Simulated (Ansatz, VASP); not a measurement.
## As: VASP beside Ansatz

Contents of INCAR:

```
PREC = Accurate ; ENCUT = 520
EDIFF = 1E-6 ; ISMEAR = -1
SIGMA = 0.05 ; LREAL = F
LASPH = T ; NELM = 60
ALGO = Normal ; ISIF = 2
LWAVE = F ; LCHARG = T
GGA = PS ; LELF = T
LVHAR = T ; NBANDS = 12
```

File KPOINTS:

```
regular mesh
0
Gamma
  10 10 10
```

POSCAR

```
As
1.0
    1.8807968987      1.0858785957      3.5140619945
   -1.8807968987      1.0858785957      3.5140619945
    0.0000000000     -2.1717571915      3.5140619945
As
2
Direct
    0.7740000000      0.7740000000      0.7740000000
    0.2260000000      0.2260000000      0.2260000000
```

Input for Ansatz:

```yaml
crystal:
  lattice:
    - [1.8807968987, 1.0858785957, 3.5140619945]
    - [-1.8807968987, 1.0858785957, 3.5140619945]
    - [0.0, -2.1717571915, 3.5140619945]
  atoms:
    - { symbol: As, position: [0.774, 0.774, 0.774] }
    - { symbol: As, position: [0.226, 0.226, 0.226] }
kpoints:
  mp_grid: { grid: [10, 10, 10] }
scf:
  occupations: { method: fermi_dirac, width: 0.05 }
hamiltonian:
  xc: pbesol
  pseudopotentials: { kind: paw }
output:
  forces: true
  stress: true
  eigenvalues: true
  populations: true
  write_density: true
  write_potential: true
  elf: true
  volumetric_format: npy
```

Change from the starting cell: shortest bond scaled by 1, PAW files.

Alike in both runs: task single point; functional PBEsol; k mesh 10 × 10 × 10; occupations fermi-dirac, width 0.05 eV; no spin polarisation.

|  | VASP | Ansatz |
| --- | --- | --- |
| version | VASP 6.6.1 | Ansatz 0.2.0 |
| potentials or method | VASP PAW PBE potentials, release 64 (As) | PAW with Ansatz's default frozen-core files, scalar-relativistic |
| plane-wave cutoff (eV) | 520 | 420 |
| valence electrons in the cell | 10 | 30 |

```tsv
	VASP	Ansatz	Ansatz less VASP
pressure (GPa)	0.7	0.3	-0.43
traceless stress, the component that is largest in VASP (GPa)	-0.61	-0.47	+0.136
rms of the force components (eV/Å)	0.258	0.219	-0.0398
```

VASP's potentials were made for PBE, not for PBEsol. Atom by atom the forces differ by 0.040 eV/Å (rms over components). VASP's potentials hold 10 valence electrons a cell and Ansatz's 30, so a difference there can come from the potentials and not from the codes.
